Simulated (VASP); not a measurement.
Input of a VASP 6.6.1 run:

INCAR

```
SYSTEM = Hf3C2
ALGO     = Normal         ! electronic algorithm
EDIFF    = 1E-7           ! SCF threshold, eV
ENCUT    = 520            ! plane-wave cutoff, eV
GGA      = PE             ! functional
ISIF     = 2              ! what is computed and relaxed
ISMEAR   = 0              ! smearing method
LASPH    = .True.         ! aspherical terms in the spheres
LCHARG   = .False.        ! write CHGCAR
LREAL    = .False.        ! projectors in reciprocal space
LWAVE    = .False.        ! write WAVECAR
NBANDS   = 27             ! bands
NELM     = 60             ! most SCF steps
PREC     = Accurate       ! precision mode
SIGMA    = 0.1            ! smearing width, eV
```

KPOINTS

```
k-points
0
Gamma
  6 6 4
  0 0 0
```

POSCAR

```
Hf3C2
1.0
    4.3171325600      0.0000000000      0.0000000000
   -2.1585662800      3.7387464700      0.0000000000
    0.0000000000      0.0000000000      5.2754874300
Hf C
3 2
Direct
    0.0000000000      0.0000000000      0.0000000000
    0.3333333300      0.6666666700      0.6480829700
    0.6666666700      0.3333333300      0.3519170300
    0.3333333300      0.6666666700      0.1465719900
    0.6666666700      0.3333333300      0.8534280100
```

Potentials or basis: VASP PAW PBE potentials, release 64 (Hf_pv, C).

The run is started by

```bash
$ cat potpaw_PBE.64/Hf_pv/POTCAR potpaw_PBE.64/C/POTCAR > POTCAR
$ mpirun -np 1 vasp_std > vasp.out
```

Problem. Estimate the pressure.

Solution. -21.1 GPa.

Problem. What does it give for the largest force?

Solution. 2.060 eV/Å.

Problem. Estimate the band gap on the k mesh.

Solution. Zero (band 19 reaches 5.15 eV, above the bottom of band 20 at 4.60 eV).

Forces in eV/Å, atoms in the order of the input:
```
Hf   0.000  0.000  0.000
Hf   0.000  0.000  2.060
Hf   0.000  0.000 -2.060
C    0.000  0.000  1.632
C    0.000  0.000 -1.632
```

Caveat: spin-orbit coupling is left out, which moves the levels of the heavy elements; forces of over 1 eV/Å act on the atoms, so gaps and moduli don't describe the material at rest.
